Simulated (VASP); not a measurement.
# TiAl in VASP: settings compared

TiAl is run at these levels: PBEsol, r2SCAN; tasks: single point.

Program: VASP 6.6.1. These are calculated values, not measurements. Logs are shortened: lines on timing, memory, paths and dates and some standing lists are left out, and cuts for length are marked.

**1. The cell of the first run**

Symmetry: P-6m2, No. 187, hexagonal system. The conventional cell has a = 2.867 Å, b = 2.867 Å, c = 4.678 Å, α = 90.00°, β = 90.00°, γ = 120.00°. Within 3.8 Å of Ti (site symmetry -6m2) lie 6 Al at 2.87 Å and 6 Ti at 2.87 Å. Al (site symmetry -6m2) has 6 Ti at 2.87 Å and 6 Al at 2.87 Å within 3.8 Å.

**2. Single point, PBEsol**

File INCAR:

```
SYSTEM = TiAl
PREC = Accurate
ENCUT = 520
EDIFF = 1E-7
ISMEAR = 1
SIGMA = 0.025
LREAL = .False.
LASPH = .True.
NELM = 100
ALGO = Fast
ISIF = 2
LWAVE = .False.
LCHARG = .False.
GGA = PS
NBANDS = 14
```

File KPOINTS:

```
Automatic mesh
0
Gamma
  9 9 5
  0 0 0
```

File POSCAR:

```
TiAl
1.0
    2.8672622327      0.0000000000      0.0000000000
   -1.4336311163      2.4831219328      0.0000000000
    0.0000000000      0.0000000000      4.6780830000
Ti Al
1 1
Direct
    0.0000000000      0.0000000000      0.0000000000
    0.3333333333      0.6666666667      0.5000000000
```

Potentials or basis: VASP PAW PBE potentials, release 64 (Ti_sv, Al).

The run is started by

```console
cat potpaw_PBE.64/Ti_sv/POTCAR potpaw_PBE.64/Al/POTCAR > POTCAR
mpirun -np 1 vasp_std > vasp.out
```

OUTCAR:

```text
SYSTEM = TiAl
   PREC = Accurate
   ENCUT = 520
   EDIFF = 1E-7
   ISMEAR = 1
   LREAL = .False.
   LASPH = .True.
   NELM = 100
   ISIF = 2
   GGA = PS

 ion  position               nearest neighbor table
   1  0.000  0.000  0.000-   2 2.87   2 2.87   2 2.87   2 2.87   2 2.87   2 2.87
   2  0.333  0.667  0.500-   1 2.87   1 2.87   1 2.87   1 2.87   1 2.87   1 2.87

  LATTYP: Found a hexagonal cell.
 ALAT       =     2.8672622327
 C/A-ratio  =     1.6315504549

  Lattice vectors:

 A1 = (   2.8672622327,   0.0000000000,   0.0000000000)
 A2 = (  -1.4336311163,   2.4831219328,   0.0000000000)
 A3 = (   0.0000000000,   0.0000000000,   4.6780830000)

Analysis of symmetry for initial positions (statically):
=====================================================================
 Subroutine PRICEL returns:
 Original cell was already a primitive cell.

 Routine SETGRP: Setting up the symmetry group for a
 hexagonal supercell.

 Subroutine GETGRP returns: Found 12 space group operations
 (whereof 12 operations were pure point group operations)
 out of a pool of 24 trial point group operations.

The static configuration has the point symmetry D_3h.

Analysis of symmetry for dynamics (positions and initial velocities):
=====================================================================
 Subroutine PRICEL returns:
 Original cell was already a primitive cell.

 Routine SETGRP: Setting up the symmetry group for a
 hexagonal supercell.

 Subroutine GETGRP returns: Found 12 space group operations
 (whereof 12 operations were pure point group operations)
 out of a pool of 24 trial point group operations.

The dynamic configuration has the point symmetry D_3h.

 Subroutine INISYM returns: Found 12 space group operations
 (whereof 12 operations are pure point group operations),
 and found     1 'primitive' translations

----------------------------------------------------------------------------------------

                                     Primitive cell

  volume of cell :      33.3068

  direct lattice vectors                    reciprocal lattice vectors
     2.867262233  0.000000000  0.000000000     0.348764751  0.201359423  0.000000000
    -1.433631116  2.483121933  0.000000000     0.000000000  0.402718846  0.000000000
     0.000000000  0.000000000  4.678083000     0.000000000  0.000000000  0.213762774

  length of vectors
     2.867262233  2.867262233  4.678083000     0.402718846  0.402718846  0.213762774

  position of ions in fractional coordinates (direct lattice)
     0.000000000  0.000000000  0.000000000
     0.333333333  0.666666667  0.500000000

  ion indices of the primitive-cell ions
   primitive index   ion index
                 1           1
                 2           2

----------------------------------------------------------------------------------------

 KPOINTS: Automatic mesh

Automatic generation of k-mesh.
 Grid dimensions read from file:
 generate k-points for:    9    9    5

 Generating k-lattice:

  Cartesian coordinates                     Fractional coordinates (reciprocal lattice)
     0.038751639  0.022373269  0.000000000     0.111111111  0.000000000  0.000000000
     0.000000000  0.044746538  0.000000000     0.000000000  0.111111111  0.000000000
     0.000000000  0.000000000  0.042752555     0.000000000  0.000000000  0.200000000

  Length of vectors
     0.044746538  0.044746538  0.042752555

  Shift w.r.t. Gamma in fractional coordinates (k-lattice)
     0.000000000  0.000000000  0.000000000

 Subroutine IBZKPT returns following result:
 ===========================================

 Found     36 irreducible k-points:

 Following reciprocal coordinates:
            Coordinates               Weight
  0.000000  0.000000  0.000000      1.000000
  0.111111 -0.000000  0.000000      6.000000
  0.222222 -0.000000  0.000000      6.000000
  0.333333 -0.000000  0.000000      6.000000
  0.444444 -0.000000  0.000000      6.000000
  0.111111  0.111111  0.000000      6.000000
[... 16 lines left out ...]
  0.333333  0.222222  0.200000     24.000000
  0.333333  0.333333  0.200000      4.000000
 [... further k-points ...]
   k-points           NKPTS =     36   k-points in BZ     NKDIM =     36   number of bands    NBANDS=     14
   number of dos      NEDOS =    301   number of ions     NIONS =      2
   total plane-waves  NPLWV =  20736
   dimension x,y,z NGX =    24 NGY =   24 NGZ =   36
   dimension x,y,z NGXF=    48 NGYF=   48 NGZF=   72
   ions per type =               1   1
   NGX,Y,Z   is equivalent  to a cutoff of  13.92, 13.92, 12.79 a.u.
   NGXF,Y,Z  is equivalent  to a cutoff of  27.83, 27.83, 25.59 a.u.
 SYSTEM =  TiAl
   PREC   = accura    normal or accurate (medium, high low for compatibility)
   ISTART =      0    job   : 0-new  1-cont  2-samecut
   ICHARG =      2    charge: 1-file 2-atom 10-const
   ISPIN  =      1    spin polarized calculation?
   LNONCOLLINEAR =      F non collinear calculations
   LSORBIT =      F    spin-orbit coupling
   LASPH  =      T    aspherical Exc in radial PAW
   ENCUT  =  520.0 eV  38.22 Ry    6.18 a.u.   5.33  5.33  8.70*2*pi/ulx,y,z
   NELM   =    100;   NELMIN=  2; NELMDL= -5     # of ELM steps
   EDIFF  = 0.1E-06   stopping-criterion for ELM
   LREAL  =      F    real-space projection
   EDIFFG = 0.1E-05   stopping-criterion for IOM
   NSW    =      0    number of steps for IOM
   IBRION =     -1    ionic relax: 0-MD 1-quasi-New 2-CG
   NFREE  =      0    steps in history (QN), initial steepest desc. (CG)
   ISIF   =      2    stress and relaxation
   ISYM   =      2    0-nonsym 1-usesym 2-fastsym
   POTIM  = 0.5000    time-step for ionic-motion
   TEBEG  =    0.0;   TEEND  =   0.0 temperature during run
   PSTRESS=    0.0 pullay stress
   NELECT =      15.0000    total number of electrons
   NUPDOWN=      -1.0000    fix difference up-down
   EMIN   =  10.00;   EMAX   =-10.00  energy-range for DOS
   EFERMI =   0.00;   METHOD = LEGACY
   ISMEAR =     1;   SIGMA  =   0.03  broadening in eV -4-tet -1-fermi 0-gaus
   EFERMI_NEDOS =   21; number of points for ismear=-14 and -15
   IALGO  =     68    algorithm
   IMIX   =      4    mixing-type and parameters
     AMIX     =   0.40;   BMIX     =  1.00
     AMIX_MAG =   1.60;   BMIX_MAG =  1.00
  volume/ion in A,a.u.               =      16.65       112.38
  Fermi-wavevector in a.u.,A,eV,Ry     =   1.254857  2.371335 21.424622  1.574665
  Thomas-Fermi vector in A             =   2.388641
   LORBIT       =      0    0 simple, 1 ext, 2 COOP (PROOUT), +10 PAW based schemes
   GGA     = PS    functional components
   LHFCALC =     F    Hartree Fock is set to
   AEXX    =    0.0000 exact exchange contribution
   IVDW    =     0    specifies the selected vdW correction
   LEPSILON=     F    determine dielectric tensor
   LRPA    =     F    only Hartree local field effects (RPA)
 non-spin polarized calculation
 RMM-DIIS sequential band-by-band and
 Methfessel and Paxton  Order N= 1 SIGMA  =   0.03
  energy-cutoff  :      520.00
  volume of cell :       33.31
 maximum number of plane-waves:       917
 NGX is ok and might be reduce to    24
   NGX = 11   NGY = 11   NGZ = 17

 number of electron      15.0000001 magnetization

 Free energy of the ion-electron system (eV)
  ---------------------------------------------------
  ext. energy  EPLUGINS =         0.00000000
  ---------------------------------------------------
  free energy    TOTEN  =       -12.92053383 eV

  energy without entropy =      -12.92033230  energy(sigma->0) =      -12.92046665

 E-fermi :   7.8161     XC(G=0): -11.0309

 val. band max:        7.8123510290   @ k =   0.1111   0.1111   0.4000
 cond. band min:       7.8399112326   @ k =   0.2222   0.1111   0.0000
 fundamental gap:      0.0275602036
 Fermi energy:         7.8160813797

 k-point     1 :       0.0000    0.0000    0.0000
  band No.  band energies     occupation
      1     -48.4600      2.00000
      2     -24.8903      2.00000
      3     -24.4570      2.00000
      4     -24.4570      2.00000
      5      -1.1591      2.00000
      6       5.4958      2.00000
      7       5.9451      2.00000
      8       9.1007      0.00000
      9       9.1007      0.00000
     10      10.5798      0.00000
     11      10.5798      0.00000
     12      11.6907      0.00000
     13      20.6316      0.00000
     14      20.6316      0.00000

 k-point     2 :       0.1111   -0.0000    0.0000
  band No.  band energies     occupation
      1     -48.4487      2.00000
      2     -24.8791      2.00000
      3     -24.5273      2.00000
      4     -24.4729      2.00000
      5      -0.8530      2.00000
      6       5.8239      2.00000
      7       5.9847      2.00000
      8       8.8194      0.00000
      9       9.3490      0.00000
     10      10.4963      0.00000
     11      10.6447      0.00000
     12      11.7587      0.00000
     13      17.4816      0.00000
     14      18.9410      0.00000

 k-point     3 :       0.2222   -0.0000    0.0000
  band No.  band energies     occupation
      1     -48.4202      2.00000
      2     -24.8509      2.00000
      3     -24.7027      2.00000
      4     -24.5129      2.00000
      5       0.0463      2.00000
      6       6.0822      2.00000
      7       6.5855      2.00000
      8       8.2476     -0.00000
      9      10.0322      0.00000
     10      10.2911      0.00000
     11      10.8770      0.00000
     12      11.8805      0.00000
     13      14.0965      0.00000
     14      17.4025      0.00000
[... 324 lines left out ...]
 k-point    23 :       0.3333    0.2222    0.2000
  band No.  band energies     occupation
      1     -48.3566      2.00000
      2     -24.9505      2.00000
      3     -24.7890      2.00000
      4     -24.7334      2.00000
      5       4.2423      2.00000
      6       6.0745      2.00000
      7       6.9731      2.00000
      8       7.3317      2.00000
      9       8.2173     -0.00000
     10      10.3319      0.00000
     11      10.8144      0.00000
     12      11.6600      0.00000
     13      13.5590      0.00000
     14      15.0363      0.00000

 k-point    24 :       0.3333    0.3333    0.2000
  band No.  band energies     occupation
      1     -48.3509      2.00000
      2     -24.8651      2.00000
      3     -24.8617      2.00000
      4     -24.7833      2.00000
      5       5.9832      2.00000
      6       5.9943      2.00000
      7       6.0854      2.00000
      8       7.2287      2.00000
      9       7.8016      1.82136
     10      10.1145      0.00000
     11      10.9373      0.00000
     12      10.9626      0.00000
     13      14.5679      0.00000
     14      14.9970      0.00000

 [... further k-points ...]
[... 5 lines left out ...]
  --------------------------------------------------------------------------------------
  -------------------------------------------------------------------------------------
  Total       -0.7357538     -0.7357538     -0.5470651     -0.0000000     -0.0000000      0.0000000
  in kB      -35.3923750    -35.3923750    -26.3157787     -0.0000000     -0.0000000      0.0000000
  external PRESSURE =     -32.3668429 kB  Pullay stress =       0.0000000 kB

 VOLUME and BASIS-vectors are now :
 -----------------------------------------------------------------------------
  energy-cutoff  :      520.00
  volume of cell :       33.31
      direct lattice vectors                 reciprocal lattice vectors
     2.867262233  0.000000000  0.000000000     0.348764751  0.201359423  0.000000000
    -1.433631116  2.483121933  0.000000000     0.000000000  0.402718846  0.000000000
     0.000000000  0.000000000  4.678083000     0.000000000  0.000000000  0.213762774

 POSITION                                       TOTAL-FORCE (eV/Angst)
 -----------------------------------------------------------------------------------
      0.00000      0.00000      0.00000         0.000000     -0.000000      0.000000
     -0.00000      1.65541      2.33904        -0.000000      0.000000      0.000000
 -----------------------------------------------------------------------------------
    total drift:                                0.000000     -0.000000      0.000000

  FREE ENERGIE OF THE ION-ELECTRON SYSTEM (eV)
  ---------------------------------------------------
  free  energy   TOTEN  =       -12.9205338322 eV

  energy  without entropy=      -12.9203322978  energy(sigma->0) =      -12.92046665
```

Wall time 51 s (1 thread of Intel Xeon 6975P-C, shared host); peak memory 0.16 GiB.

Results:

| Item | Value |
| --- | --- |
| Free energy | -12.9205 eV |
| Pressure | -3.2 GPa |

Stress tensor (GPa, compression positive):
```
-3.54  0.00  0.00
 0.00 -3.54  0.00
 0.00  0.00 -2.63
```

Levels at points of the mesh, in eV from the Fermi level:
| k point | band 3 | band 4 | band 5 | band 6 | band 7 | band 8 | band 9 | band 10 | band 11 | band 12 |
| --- | --- | --- | --- | --- | --- | --- | --- | --- | --- | --- |
| (0.00, 0.00, 0.00) | -32.27 | -32.27 | -8.98 | -2.32 | -1.87 | 1.28 | 1.28 | 2.76 | 2.76 | 3.87 |

Caveat: the PAW data sets were made with another functional, which shifts forces and pressure a little.

(Part 1 of 2 ends here.)
